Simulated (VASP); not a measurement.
Wanted: the native input for a VASP 6.6.1 run.

| Item | Value |
| --- | --- |
| Task | single point |
| Functional | PBE |
| Potentials or basis | VASP PAW PBE potentials, release 64 (Si, O) |
| Cutoff | 520 eV |
| k mesh | 2 × 2 × 4 |
| Occupations | gaussian, width 0.01 eV |
| Spin | no spin polarisation |
| Dipole correction | no |
| Further INCAR settings | ALGO = Normal; EDIFF = 1e-06; NBANDS = 25 |

The structure of SiO2 (Stishovite) lies in POSCAR:

```
SiO2
1.0
    4.1773000000      0.0000000000      0.0000000000
    0.0000000000      4.1773000000      0.0000000000
    0.0000000000      0.0000000000      2.6652000000
Si O
2 4
Direct
    0.0000000000      0.0000000000      0.0000000000
    0.5000000000      0.5000000000      0.5000000000
    0.3059000000      0.3059000000      0.0000000000
    0.1941000000      0.8059000000      0.5000000000
    0.6941000000      0.6941000000      0.0000000000
    0.8059000000      0.1941000000      0.5000000000
```

One way to write it, as run:

INCAR

```
SYSTEM = SiO2
PREC     = Accurate       ! precision mode
ENCUT    = 520            ! plane-wave cutoff, eV
EDIFF    = 1E-6           ! SCF threshold, eV
ISMEAR   = 0              ! smearing method
SIGMA    = 0.01           ! smearing width, eV
LREAL    = .False.        ! projectors in reciprocal space
LASPH    = .True.         ! aspherical terms in the spheres
NELM     = 100            ! most SCF steps
ALGO     = Normal         ! electronic algorithm
ISIF     = 2              ! what is computed and relaxed
LWAVE    = .False.        ! write WAVECAR
LCHARG   = .False.        ! write CHGCAR
GGA      = PE             ! functional
NBANDS   = 25             ! bands
```

KPOINTS

```
regular mesh
0
Gamma
  2 2 4
  0 0 0
```

Potentials or basis: VASP PAW PBE potentials, release 64 (Si, O).

Run with:

```console
$ cat potpaw_PBE.64/Si/POTCAR potpaw_PBE.64/O/POTCAR > POTCAR
$ mpirun -np 1 vasp_std > vasp.out
```

It gave:

```yaml
Pressure: 11.4 GPa
Largest_force: 0.082 eV/Å
Band_gap_on_the_k_mesh: 5.62 eV, direct
```

Caveat: the k points lie up to 0.75 Å⁻¹ apart.

It took 24 s on 1 thread of AMD EPYC 7R13 (shared host), peak memory 0.12 GiB.
